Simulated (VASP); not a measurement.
Set up this calculation in VASP 6.6.1, as the native input.

| Item | Value |
| --- | --- |
| Task | single point |
| Functional | r2SCAN |
| Potentials or basis | VASP PAW PBE potentials, release 64 (Mn_pv) |
| Cutoff | 520 eV |
| k mesh | 18 × 18 × 18 |
| Occupations | gaussian, width 0.1 eV |
| Spin | collinear spin, ferromagnetic start |
| Starting moments | [4.05] μB |
| Dipole correction | no |
| Further INCAR settings | ALGO = Normal; EDIFF = 1e-06; NBANDS = 16 |

Mn:

```
CELL_PARAMETERS angstrom
0.00000 1.97620 1.97620
1.97620 0.00000 1.97620
1.97620 1.97620 0.00000
ATOMIC_POSITIONS crystal
Mn 0.00000 0.00000 0.00000
```

The input as run:

POSCAR

```
Mn
1.0
    0.0000000000      1.9762028844      1.9762028844
    1.9762028844      0.0000000000      1.9762028844
    1.9762028844      1.9762028844      0.0000000000
Mn
1
Direct
    0.0000000000      0.0000000000      0.0000000000
```

INCAR.step1

```
ALGO = Normal
EDIFF = 1E-4
ENCUT = 520
GGA = PE
ISMEAR = 0
ISPIN = 2
LASPH = True
LCHARG = False
LMAXMIX = 4
LREAL = False
LWAVE = True
MAGMOM = 4.05
NBANDS = 16
NELM = 150
PREC = Accurate
SIGMA = 0.1
```

INCAR.step2

```
ALGO = Normal
EDIFF = 1E-6
ENCUT = 520
ISIF = 2
ISMEAR = 0
ISPIN = 2
ISTART = 1
LASPH = True
LCHARG = True
LELF = True
LMAXMIX = 4
LMIXTAU = True
LORBIT = 11
LREAL = False
LVHAR = True
LWAVE = False
MAGMOM = 4.05
METAGGA = R2SCAN
NBANDS = 16
NELM = 150
PREC = Accurate
SIGMA = 0.1
```

KPOINTS

```
k-points
0
Gamma
  18 18 18
```

Potentials or basis: VASP PAW PBE potentials, release 64 (Mn_pv).

Launch:

```sh
$ cat potpaw_PBE.64/Mn_pv/POTCAR > POTCAR
$ cp INCAR.step1 INCAR
$ mpirun -np 1 vasp_std > vasp.out
$ cp INCAR.step2 INCAR
$ mpirun -np 1 vasp_std > vasp.out
```

Results of the run:

```yaml
Pressure: 0.2 GPa
Net_moment: 3.83 μB per cell
Site_moments: Mn +3.75 μB
Valence_electrons_inside_the_program's_atomic_spheres: Mn 11.53
```

Caveat: the PAW data sets were made with another functional, which shifts forces and pressure a little.

Wall time 4.2 min on 1 thread of Intel(R) Xeon(R) Platinum 8488C (Sapphire Rapids) (shared host), peak memory 0.2 GiB.
